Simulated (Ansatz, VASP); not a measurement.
# One calculation of Mo, two programs

File INCAR:

```
PREC = Accurate
ENCUT = 520
EDIFF = 1E-6
ISMEAR = -1
SIGMA = 0.05
LREAL = F
LASPH = T
NELM = 80
ALGO = Normal
ISIF = 2
LWAVE = F
LCHARG = F
GGA = PE
NBANDS = 13
```

File KPOINTS:

```
regular mesh
0
Gamma
  23 23 23
```

POSCAR

```
Mo
1.0
   -1.5804816334      1.5804816334      1.5804816334
    1.5804816334     -1.5804816334      1.5804816334
    1.5804816334      1.5804816334     -1.5804816334
Mo
1
Direct
    0.0000000000      0.0000000000      0.0000000000
```

Input for Ansatz:

```yaml
crystal:
  lattice:
    - [-1.5804816334, 1.5804816334, 1.5804816334]
    - [1.5804816334, -1.5804816334, 1.5804816334]
    - [1.5804816334, 1.5804816334, -1.5804816334]
  atoms:
    - { symbol: Mo, position: [0.0, 0.0, 0.0] }
kpoints:
  mp_grid: { grid: [23, 23, 23] }
scf:
  occupations: { method: fermi_dirac, width: 0.05 }
hamiltonian:
  xc: pbe
  pseudopotentials: { kind: all_electron, lapw: { basis_error: 0.0005 } }
output:
  forces: true
  stress: true
  eigenvalues: true
```

Alike in both runs: task single point; functional PBE; k mesh 23 × 23 × 23; occupations fermi-dirac, width 0.05 eV; no spin polarisation.

|  | VASP | Ansatz |
| --- | --- | --- |
| version | VASP 6.6.1 | Ansatz 0.2.0 |
| potentials or method | VASP PAW PBE potentials, release 64 (Mo_sv), cutoff 520 eV | all-electron LAPW, scalar-relativistic |

```csv
,VASP,Ansatz,Ansatz less VASP
pressure (GPa),0.5,0.0,-0.53
```

Ansatz ran all-electron here, and VASP with PAW potentials.
